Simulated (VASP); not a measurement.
Write the native input for VASP 6.6.1 that does the following.

| Item | Value |
| --- | --- |
| Task | single point |
| Functional | PBE |
| Potentials or basis | VASP PAW PBE potentials, release 64 (Bi_d, Te) |
| Cutoff | 520 eV |
| k mesh | 6 × 6 × 6 |
| Occupations | gaussian, width 0.2 eV |
| Spin | no spin polarisation |
| Dipole correction | no |
| Further INCAR settings | ALGO = Fast; EDIFF = 1e-07; NBANDS = 57 |

The structure of Bi6Te lies in POSCAR:

```
Bi6Te
1.0
   -2.3013309279      4.0468719387     -0.1527426284
   -4.5850533842      0.0103442387     -0.0094433540
   -2.2666521514      0.8567011891     13.4527868351
Bi Te
6 1
Direct
    0.1807882717      0.1278774594      0.5654739660
    0.3972401410      0.4395113264      0.7224749765
    0.8175450205      0.8728661168      0.4348609954
    0.6029334178      0.5602550434      0.2777715991
    0.2483137607      0.3020220316      0.1463056818
    0.7525392664      0.6980715388      0.8533372230
    0.0006401219     -0.0006035165     -0.0002244418
```

These files were run (other wordings do the same):

INCAR

```
SYSTEM = Bi6Te
ALGO     = Fast           ! electronic algorithm
EDIFF    = 1E-7           ! SCF threshold, eV
ENCUT    = 520            ! plane-wave cutoff, eV
GGA      = PE             ! functional
ISIF     = 2              ! what is computed and relaxed
ISMEAR   = 0              ! smearing method
LASPH    = .TRUE.         ! aspherical terms in the spheres
LCHARG   = .FALSE.        ! write CHGCAR
LREAL    = .FALSE.        ! projectors in reciprocal space
LWAVE    = .FALSE.        ! write WAVECAR
NBANDS   = 57             ! bands
NELM     = 80             ! most SCF steps
PREC     = Accurate       ! precision mode
SIGMA    = 0.2            ! smearing width, eV
```

KPOINTS

```
k-points
0
G
  6 6 6
  0 0 0
```

Potentials or basis: VASP PAW PBE potentials, release 64 (Bi_d, Te).

Command:

```sh
$ cat potpaw_PBE.64/Bi_d/POTCAR potpaw_PBE.64/Te/POTCAR > POTCAR
$ mpirun -np 1 vasp_std > vasp.out
```

Results of the run:

| Property | Result |
| --- | --- |
| Pressure | 0.0 GPa |
| Largest force | 0.024 eV/Å |
| Band gap on the k mesh | zero (bands 48 and 49 overlap by 1.14 eV) |

Caveat: spin-orbit coupling is left out, which moves the levels of the heavy elements.

Run time: 50 min on 1 thread of Oxide Virtual Turin-like Processor (shared host), peak memory 1.1 GiB.
